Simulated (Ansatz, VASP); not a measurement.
## HfO2 in VASP and in Ansatz

INCAR

```
SYSTEM = HfO2
PREC = Accurate
ENCUT = 520
EDIFF = 1E-6
ISMEAR = 0
SIGMA = 0.05
LREAL = .FALSE.
LASPH = .TRUE.
NELM = 60
ALGO = Normal
ISIF = 2
LWAVE = .FALSE.
LCHARG = .TRUE.
GGA = PS
LELF = .TRUE.
LVHAR = .TRUE.
NBANDS = 18
```

File KPOINTS:

```
Automatic mesh
0
G
  8 8 8
  0 0 0
```

The input POSCAR:

```
HfO2
1.0
    0.0000000000      2.4337950368      2.6986121133
    2.4337950368      0.0000000000      2.6986121133
    2.4337950368      2.4337950368      0.0000000000
Hf O
1 2
Direct
   -0.0029392237      0.0029392237      0.0029392237
    0.2663952796      0.2336047204      0.2336047204
    0.7663952796      0.7336047204      0.7336047204
```

Input for Ansatz:

```yaml
crystal:
  lattice:
    - [0.0, 2.4337950368, 2.6986121133]
    - [2.4337950368, 0.0, 2.6986121133]
    - [2.4337950368, 2.4337950368, 0.0]
  atoms:
    - { symbol: Hf, position: [-0.0029392237, 0.0029392237, 0.0029392237] }
    - { symbol: O, position: [0.2663952796, 0.2336047204, 0.2336047204] }
    - { symbol: O, position: [0.7663952796, 0.7336047204, 0.7336047204] }
basis:
  ecutwfc: 520.0
kpoints:
  mp_grid: { grid: [8, 8, 8] }
hamiltonian:
  xc: pbesol
  pseudopotentials: { kind: paw, azcp: { folder: soft_1 } }
scf:
  occupations: { method: gaussian, width: 0.05 }
output:
  forces: true
  stress: true
  eigenvalues: true
```

Change from the starting cell: mode 4 frozen in at -0.083 Å, strain +e along z and -e/2 along x and y +0.0700.

Alike in both runs: task single point; functional PBEsol; k mesh 8 × 8 × 8; occupations gaussian, width 0.05 eV; no spin polarisation.

|  | VASP | Ansatz |
| --- | --- | --- |
| version | VASP 6.6.1 | Ansatz 0.2.0 |
| potentials or method | VASP PAW PBE potentials, release 64 (Hf_pv, O), cutoff 520 eV | scalar-relativistic, plane waves, PAW |
| valence electrons in the cell | 22 | 38 |

```tsv
	VASP	Ansatz	Ansatz less VASP
gap on the k mesh at the Fermi level (eV)	2.36	2.36	-0.002
least direct gap on the mesh (eV)	2.83	2.82	-0.005
pressure (GPa)	-1.5	2.2	+3.71
traceless stress, the component that is largest in VASP (GPa)	-33.38	-32.77	+0.611
rms of the force components (eV/Å)	0.213	0.220	+0.0075
```

VASP's potentials were made for PBE, not for PBEsol, and Ansatz warns of the same on its side. Atom by atom the forces differ by 0.007 eV/Å (rms over components). With one functional, cell and mesh, what is left measures potentials, basis and numerics. VASP's potentials hold 22 valence electrons a cell and Ansatz's 38, so a difference there can come from the potentials and not from the codes.

Neither program's run includes spin-orbit coupling.
